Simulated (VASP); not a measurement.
# HfC (WC type) (P-6m2) in VASP: notebook

HfC (WC type) is run at these levels: PBE; tasks: single point.

Program: VASP 6.6.1. These are calculated values, not measurements. Logs are shortened: lines on timing, memory, paths and dates and some standing lists are left out, and cuts for length are marked.

## Step 1: The cell of the first run

It takes space group P-6m2 (No. 187, hexagonal). The conventional cell has a = 2.857 Å, b = 2.857 Å, c = 2.690 Å, α = 90.00°, β = 90.00°, γ = 120.00°. Within 2.9 Å of Hf (site symmetry -6m2) lie 6 C at 2.13 Å and 8 Hf at 2.69 to 2.86 Å. Within 2.9 Å of C (site symmetry -6m2) lie 6 Hf at 2.13 Å and 8 C at 2.69 to 2.86 Å.

## Step 2: Single point, PBE (9.51 Å³/atom)

INCAR reads:

```
  PREC = Accurate
  ENCUT = 520
  EDIFF = 1E-6
  ISMEAR = -1
  SIGMA = 0.08
  LREAL = False
  LASPH = True
  NELM = 80
  ALGO = Normal
  ISIF = 2
  LWAVE = False
  LCHARG = False
  GGA = PE
  NBANDS = 14
```

KPOINTS reads:

```
Automatic mesh
0
Gamma
  14 14 13
```

POSCAR reads:

```
HfC
1.0
    2.8574416285      0.0000000000      0.0000000000
   -1.4287208142      2.4746170401      0.0000000000
    0.0000000000      0.0000000000      2.6903072938
Hf C
1 1
Direct
    0.0000000000      0.0000000000      0.0000000000
    0.3333333333      0.6666666667      0.5000000000
```

Potentials or basis: VASP PAW PBE potentials, release 64 (Hf_pv, C).

Launch:

```
> cat potpaw_PBE.64/Hf_pv/POTCAR potpaw_PBE.64/C/POTCAR > POTCAR
> mpirun -np 1 vasp_std > vasp.out
```

OUTCAR:

```text
PREC = Accurate
   ENCUT = 520
   EDIFF = 1E-6
   ISMEAR = -1
   LREAL = False
   LASPH = True
   NELM = 80
   ISIF = 2
   GGA = PE

 ion  position               nearest neighbor table
   1  0.000  0.000  0.000-   2 2.13   2 2.13   2 2.13   2 2.13   2 2.13   2 2.13
   2  0.333  0.667  0.500-   1 2.13   1 2.13   1 2.13   1 2.13   1 2.13   1 2.13

  LATTYP: Found a hexagonal cell.
 ALAT       =     2.8574416285
 C/A-ratio  =     0.9415090992

  Lattice vectors:

 A1 = (   2.8574416285,   0.0000000000,   0.0000000000)
 A2 = (  -1.4287208142,   2.4746170401,   0.0000000000)
 A3 = (   0.0000000000,   0.0000000000,   2.6903072938)

Analysis of symmetry for initial positions (statically):
=====================================================================
 Subroutine PRICEL returns:
 Original cell was already a primitive cell.

 Routine SETGRP: Setting up the symmetry group for a
 hexagonal supercell.

 Subroutine GETGRP returns: Found 12 space group operations
 (whereof 12 operations were pure point group operations)
 out of a pool of 24 trial point group operations.

The static configuration has the point symmetry D_3h.

Analysis of symmetry for dynamics (positions and initial velocities):
=====================================================================
 Subroutine PRICEL returns:
 Original cell was already a primitive cell.

 Routine SETGRP: Setting up the symmetry group for a
 hexagonal supercell.

 Subroutine GETGRP returns: Found 12 space group operations
 (whereof 12 operations were pure point group operations)
 out of a pool of 24 trial point group operations.

The dynamic configuration has the point symmetry D_3h.

 Subroutine INISYM returns: Found 12 space group operations
 (whereof 12 operations are pure point group operations),
 and found     1 'primitive' translations

----------------------------------------------------------------------------------------

                                     Primitive cell

  volume of cell :      19.0234

  direct lattice vectors                    reciprocal lattice vectors
     2.857441629  0.000000000  0.000000000     0.349963404  0.202051466  0.000000000
    -1.428720814  2.474617040  0.000000000     0.000000000  0.404102931  0.000000000
     0.000000000  0.000000000  2.690307294     0.000000000  0.000000000  0.371704750

  length of vectors
     2.857441629  2.857441628  2.690307294     0.404102931  0.404102931  0.371704750

  position of ions in fractional coordinates (direct lattice)
     0.000000000  0.000000000  0.000000000
     0.333333333  0.666666667  0.500000000

  ion indices of the primitive-cell ions
   primitive index   ion index
                 1           1
                 2           2

----------------------------------------------------------------------------------------

 KPOINTS: Automatic mesh

Automatic generation of k-mesh.
 Grid dimensions read from file:
 generate k-points for:   14   14   13

 Generating k-lattice:

  Cartesian coordinates                     Fractional coordinates (reciprocal lattice)
     0.024997386  0.014432248  0.000000000     0.071428571 -0.000000000  0.000000000
     0.000000000  0.028864495  0.000000000     0.000000000  0.071428571  0.000000000
     0.000000000  0.000000000  0.028592673     0.000000000  0.000000000  0.076923077

  Length of vectors
     0.028864495  0.028864495  0.028592673

  Shift w.r.t. Gamma in fractional coordinates (k-lattice)
     0.000000000  0.000000000  0.000000000

 Subroutine IBZKPT returns following result:
 ===========================================

 Found    168 irreducible k-points:

 Following reciprocal coordinates:
            Coordinates               Weight
  0.000000  0.000000  0.000000      1.000000
  0.071429 -0.000000  0.000000      6.000000
  0.142857  0.000000  0.000000      6.000000
  0.214286  0.000000  0.000000      6.000000
  0.285714  0.000000  0.000000      6.000000
  0.357143 -0.000000  0.000000      6.000000
[... 16 lines left out ...]
  0.285714  0.285714  0.000000      6.000000
  0.357143  0.285714  0.000000      6.000000
 [... further k-points ...]
   k-points           NKPTS =    168   k-points in BZ     NKDIM =    168   number of bands    NBANDS=     14
   number of dos      NEDOS =    301   number of ions     NIONS =      2
   total plane-waves  NPLWV =  11520
   dimension x,y,z NGX =    24 NGY =   24 NGZ =   20
   dimension x,y,z NGXF=    48 NGYF=   48 NGZF=   40
   ions per type =               1   1
   NGX,Y,Z   is equivalent  to a cutoff of  13.96, 13.96, 12.36 a.u.
   NGXF,Y,Z  is equivalent  to a cutoff of  27.93, 27.93, 24.72 a.u.
 SYSTEM =  unknown system
   PREC   = accura    normal or accurate (medium, high low for compatibility)
   ISTART =      0    job   : 0-new  1-cont  2-samecut
   ICHARG =      2    charge: 1-file 2-atom 10-const
   ISPIN  =      1    spin polarized calculation?
   LNONCOLLINEAR =      F non collinear calculations
   LSORBIT =      F    spin-orbit coupling
   LASPH  =      T    aspherical Exc in radial PAW
   ENCUT  =  520.0 eV  38.22 Ry    6.18 a.u.   5.31  5.31  5.00*2*pi/ulx,y,z
   NELM   =     80;   NELMIN=  2; NELMDL= -5     # of ELM steps
   EDIFF  = 0.1E-05   stopping-criterion for ELM
   LREAL  =      F    real-space projection
   EDIFFG = 0.1E-04   stopping-criterion for IOM
   NSW    =      0    number of steps for IOM
   IBRION =     -1    ionic relax: 0-MD 1-quasi-New 2-CG
   NFREE  =      0    steps in history (QN), initial steepest desc. (CG)
   ISIF   =      2    stress and relaxation
   ISYM   =      2    0-nonsym 1-usesym 2-fastsym
   POTIM  = 0.5000    time-step for ionic-motion
   TEBEG  =    0.0;   TEEND  =   0.0 temperature during run
   PSTRESS=    0.0 pullay stress
   NELECT =      14.0000    total number of electrons
   NUPDOWN=      -1.0000    fix difference up-down
   EMIN   =  10.00;   EMAX   =-10.00  energy-range for DOS
   EFERMI =   0.00;   METHOD = LEGACY
   ISMEAR =    -1;   SIGMA  =   0.08  broadening in eV -4-tet -1-fermi 0-gaus
   EFERMI_NEDOS =   21; number of points for ismear=-14 and -15
   IALGO  =     38    algorithm
   IMIX   =      4    mixing-type and parameters
     AMIX     =   0.40;   BMIX     =  1.00
     AMIX_MAG =   1.60;   BMIX_MAG =  1.00
  volume/ion in A,a.u.               =       9.51        64.19
  Fermi-wavevector in a.u.,A,eV,Ry     =   1.478048  2.793105 29.723624  2.184625
  Thomas-Fermi vector in A             =   2.592377
   LORBIT       =      0    0 simple, 1 ext, 2 COOP (PROOUT), +10 PAW based schemes
   GGA     = PE    functional components
   LHFCALC =     F    Hartree Fock is set to
   AEXX    =    0.0000 exact exchange contribution
   IVDW    =     0    specifies the selected vdW correction
   LEPSILON=     F    determine dielectric tensor
   LRPA    =     F    only Hartree local field effects (RPA)
 non-spin polarized calculation
  energy-cutoff  :      520.00
  volume of cell :       19.02
 maximum number of plane-waves:       527
 NGX is ok and might be reduce to    24
   NGX = 11   NGY = 11   NGZ = 11

 number of electron      14.0000000 magnetization

 Free energy of the ion-electron system (eV)
  ---------------------------------------------------
  ext. energy  EPLUGINS =         0.00000000
  ---------------------------------------------------
  free energy    TOTEN  =       -17.40754486 eV

  energy without entropy =      -17.40000923  energy(sigma->0) =      -17.40377704

 E-fermi :   8.2980     XC(G=0): -13.6764

 val. band max:        8.2423657627   @ k =   0.2143   0.0714   0.0769
 cond. band min:       8.3207409476   @ k =   0.3571   0.2857   0.3846
 fundamental gap:      0.0783751849
 Fermi energy:         8.2980269925

 k-point     1 :       0.0000    0.0000    0.0000
  band No.  band energies     occupation
      1     -20.1231      2.00000
      2     -20.1231      2.00000
      3     -19.8677      2.00000
      4      -5.2237      2.00000
      5       6.0350      2.00000
      6       6.1757      2.00000
      7       6.1757      2.00000
      8      10.2871      0.00000
      9      15.7957      0.00000
     10      16.8032      0.00000
     11      16.8032      0.00000
     12      17.2180      0.00000
     13      17.2180      0.00000
     14      23.4503      0.00000

 k-point     2 :       0.0714   -0.0000    0.0000
  band No.  band energies     occupation
      1     -20.2391      2.00000
      2     -20.1464      2.00000
      3     -19.8534      2.00000
      4      -5.0386      2.00000
      5       5.7721      2.00000
      6       6.2798      2.00000
      7       6.3227      2.00000
      8      10.0024      0.00000
      9      16.1152      0.00000
     10      16.7233      0.00000
     11      17.0849      0.00000
     12      17.1166      0.00000
     13      17.1471      0.00000
     14      23.4500      0.00000

 k-point     3 :       0.1429    0.0000    0.0000
  band No.  band energies     occupation
      1     -20.5520      2.00000
      2     -20.2110      2.00000
      3     -19.8133      2.00000
      4      -4.5266      2.00000
      5       5.0750      2.00000
      6       6.6449      2.00000
      7       6.7393      2.00000
      8       9.3157      0.00001
      9      15.8321      0.00000
     10      16.5069      0.00000
     11      16.9858      0.00000
     12      17.7168      0.00000
     13      18.0080      0.00000
     14      23.4497      0.00000

 k-point     4 :       0.2143    0.0000    0.0000
  band No.  band energies     occupation
      1     -20.9767      2.00000
      2     -20.3030      2.00000
      3     -19.7548      2.00000
      4      -3.7982      2.00000
      5       4.2780      2.00000
      6       7.1116      2.00000
      7       7.3518      1.99999
      8       8.5022      0.14449
      9      15.1036      0.00000
     10      16.2126      0.00000
     11      16.8533      0.00000
     12      18.3175      0.00000
     13      19.6720      0.00000
     14      23.4532      0.00000

 k-point     5 :       0.2857    0.0000    0.0000
  band No.  band energies     occupation
      1     -21.4163      2.00000
      2     -20.4029      2.00000
      3     -19.6890      2.00000
      4      -2.9958      2.00000
      5       3.6008      2.00000
      6       7.4068      1.99997
      7       7.7456      1.99800
      8       8.0393      1.92419
      9      14.7892      0.00000
     10      15.9077      0.00000
     11      16.8671      0.00000
[... 276 lines left out ...]
 k-point    22 :       0.3571    0.2143    0.0000
  band No.  band energies     occupation
      1     -21.8646      2.00000
      2     -21.0785      2.00000
      3     -19.5494      2.00000
      4      -0.8082      2.00000
      5       3.1673      2.00000
      6       5.9401      2.00000
      7       6.7438      2.00000
      8      10.3439      0.00000
      9      13.3255      0.00000
     10      13.9958      0.00000
     11      16.3798      0.00000
     12      21.6150      0.00000
     13      23.4348      0.00000
     14      24.7325      0.00000

 k-point    23 :       0.2857    0.2857    0.0000
  band No.  band energies     occupation
      1     -21.7624      2.00000
      2     -21.2197      2.00000
      3     -19.5461      2.00000
      4      -0.6658      2.00000
      5       3.2421      2.00000
      6       5.7447      2.00000
      7       6.7739      2.00000
      8      10.7872      0.00000
      9      13.0685      0.00000
     10      13.3063      0.00000
     11      16.2001      0.00000
     12      22.0638      0.00000
     13      23.4374      0.00000
     14      25.3196      0.00000

 k-point    24 :       0.3571    0.2857    0.0000
  band No.  band energies     occupation
      1     -21.7081      2.00000
      2     -21.3514      2.00000
      3     -19.5368      2.00000
      4      -0.4643      2.00000
      5       3.3512      2.00000
      6       5.4237      2.00000
      7       6.7391      2.00000
      8      11.3171      0.00000
      9      12.8662      0.00000
     10      13.2448      0.00000
     11      15.4506      0.00000
     12      22.3310      0.00000
     13      23.4421      0.00000
     14      26.9701      0.00000

 [... further k-points ...]

------------------------ aborting loop because EDIFF is reached ----------------------------------------

  FORCE on cell =-STRESS in cart. coord.  units (eV):
  Direction    XX          YY          ZZ          XY          YZ          ZX
  --------------------------------------------------------------------------------------
  -------------------------------------------------------------------------------------
  Total       14.2282196     14.2282196     14.0686753      0.0000000      0.0000000      0.0000000
  in kB     1198.3229784   1198.3229784   1184.8859046      0.0000000      0.0000000      0.0000000
  external PRESSURE =    1193.8439538 kB  Pullay stress =       0.0000000 kB

 VOLUME and BASIS-vectors are now :
 -----------------------------------------------------------------------------
  energy-cutoff  :      520.00
  volume of cell :       19.02
      direct lattice vectors                 reciprocal lattice vectors
     2.857441629  0.000000000  0.000000000     0.349963404  0.202051466  0.000000000
    -1.428720814  2.474617040  0.000000000     0.000000000  0.404102931  0.000000000
     0.000000000  0.000000000  2.690307294     0.000000000  0.000000000  0.371704750

 POSITION                                       TOTAL-FORCE (eV/Angst)
 -----------------------------------------------------------------------------------
      0.00000      0.00000      0.00000        -0.000000      0.000000      0.000000
     -0.00000      1.64974      1.34515         0.000000      0.000000      0.000000
 -----------------------------------------------------------------------------------
    total drift:                                0.000000     -0.000000     -0.000000

  FREE ENERGIE OF THE ION-ELECTRON SYSTEM (eV)
  ---------------------------------------------------
  free  energy   TOTEN  =       -17.4075448571 eV

  energy  without entropy=      -17.4000092272  energy(sigma->0) =      -17.40377704
```

Wall time 44 s (1 thread of Intel Xeon 8259CL, shared host); peak memory 0.17 GiB.

What came out:

```yaml
Free_energy: -17.4075 eV
Pressure: 119.4 GPa
Band_gap_on_the_k_mesh: zero (bands 7 and 8 overlap by 0.99 eV)
```

Stress tensor (GPa, compression positive):
```
119.83   0.00   0.00
  0.00 119.83   0.00
  0.00   0.00 118.49
```

Caveat: the cell stands under pressure; spin-orbit coupling is left out, which moves the levels of the heavy elements.

## Step 3: Single point, PBE (9.51 Å³/atom)

INCAR reads:

```
SYSTEM = HfC
PREC = Accurate ; ENCUT = 520
EDIFF = 1E-7 ; ISMEAR = -1
SIGMA = 0.08 ; LREAL = .FALSE.
LASPH = .TRUE. ; NELM = 60
ALGO = Normal ; ISIF = 2
LWAVE = .FALSE. ; LCHARG = .FALSE.
GGA = PE ; NBANDS = 14
```

KPOINTS reads:

```
Automatic mesh
0
G
  14 14 13
  0 0 0
```

POSCAR is that of step 2.

Potentials or basis: VASP PAW PBE potentials, release 64 (Hf_pv, C).

Launch:

```
> cat potpaw_PBE.64/Hf_pv/POTCAR potpaw_PBE.64/C/POTCAR > POTCAR
> mpirun -np 1 vasp_std > vasp.out
```

It took 49 s on 1 thread of Intel Xeon 8259CL, shared host; peak memory 0.17 GiB.

It converged, with:

```yaml
Free_energy: -17.4075 eV
Pressure: 119.4 GPa
Band_gap_on_the_k_mesh: zero (bands 7 and 8 overlap by 0.99 eV)
```

Stress tensor (GPa, compression positive):
```
119.84   0.00   0.00
  0.00 119.84   0.00
  0.00   0.00 118.50
```

Levels at points of the mesh, in eV from the Fermi level:
| k point | band 5 | band 6 | band 7 | band 8 | band 9 | band 10 |
| --- | --- | --- | --- | --- | --- | --- |
| (0.00, 0.00, 0.00) | -2.26 | -2.12 | -2.12 | 1.99 | 7.50 | 8.51 |
| (0.50, 0.00, 0.00) | -5.35 | -1.66 | -1.53 | 0.91 | 7.12 | 8.74 |

Caveat: the cell stands under pressure; spin-orbit coupling is left out, which moves the levels of the heavy elements.

## Step 4: Single point, PBE

This run uses another cell than the first one, of 10.57 Å³/atom.

INCAR reads:

```
PREC = Accurate
ENCUT = 520
EDIFF = 1E-7
ISMEAR = -1
SIGMA = 0.08
LREAL = False
LASPH = True
NELM = 60
ALGO = Normal
ISIF = 2
LWAVE = False
LCHARG = False
GGA = PE
NBANDS = 14
```

KPOINTS reads:

```
regular mesh
0
Gamma
  14 14 13
```

POSCAR reads:

```
HfC
1.0
    2.9746356729      0.0000000001      0.0000000000
   -1.4873178365      2.5761100597      0.0000000000
    0.0000000000      0.0000000000      2.7583320823
Hf C
1 1
Direct
    0.0000000000      0.0000000000      0.0000000000
    0.3333333333      0.6666666667      0.5000000000
```

Launch:

```
> cat potpaw_PBE.64/Hf_pv/POTCAR potpaw_PBE.64/C/POTCAR > POTCAR
> mpirun -np 1 vasp_std > vasp.out
```

Run time: 57 s. Hardware: 1 thread of Intel Xeon 8259CL, shared host; peak memory 0.18 GiB.

Results (log left out):

* Free energy: -18.6122 eV
* Pressure: 66.6 GPa
* Band gap on the k mesh: zero (bands 7 and 8 overlap by 0.60 eV)

Stress tensor (GPa, compression positive):
```
66.92  0.00  0.00
 0.00 66.92  0.00
 0.00  0.00 65.84
```

Levels at points of the mesh, in eV from the Fermi level:
| k point | band 3 | band 4 | band 5 | band 6 | band 7 | band 8 | band 9 | band 10 | band 11 | band 12 |
| --- | --- | --- | --- | --- | --- | --- | --- | --- | --- | --- |
| (0.00, 0.00, 0.00) | -28.46 | -12.97 | -1.88 | -1.88 | -1.78 | 1.89 | 6.70 | 7.78 | 7.78 | 8.23 |
| (0.50, 0.00, 0.00) | -28.27 | -9.69 | -5.21 | -1.22 | -1.15 | 0.70 | 6.64 | 7.73 | 8.23 | 9.70 |

Caveat: the cell stands under pressure; spin-orbit coupling is left out, which moves the levels of the heavy elements.

[end of part 1 of 2]
